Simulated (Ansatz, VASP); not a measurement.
# TiB2 in VASP and in Ansatz

```
Ti B
1.0
     2.99431    0.00000    0.00000
    -1.49715    2.59314    0.00000
     0.00000    0.00000    3.15983
Ti B
1 2
Direct
  0.00000 0.00000 0.00000
  0.33333 0.66667 0.50000
  0.66667 0.33333 0.50000
```

Alike in both runs: functional LDA; k mesh 18 × 18 × 12; occupations fermi-dirac, width 0.15 eV; no spin polarisation.

Ansatz relaxed the structure, and its values are those at the end. VASP's run is a single point on that final structure, the one shown.

|  | VASP | Ansatz |
| --- | --- | --- |
| version | VASP 6.6.1 | Ansatz 0.2.0 |
| potentials or method | VASP PAW LDA potentials, release 64 (Ti_sv, B), cutoff 520 eV | scalar-relativistic, plane waves, PAW |
| valence electrons in the cell | 18 | 18 |

Ansatz gave:

- gap on the k mesh at the Fermi level (eV): none
- pressure (GPa): 0.0

Task: Estimate VASP's values.

Result: gap on the k mesh at the Fermi level (eV): none; pressure (GPa): 0.6.

Ansatz warns that its potentials were made for another functional, while VASP's fit it. LDA's correlation is that of Perdew and Zunger in VASP and of Perdew and Wang (1992) in Ansatz. A gap of «none» marks a metal or a gap that the smearing closes.
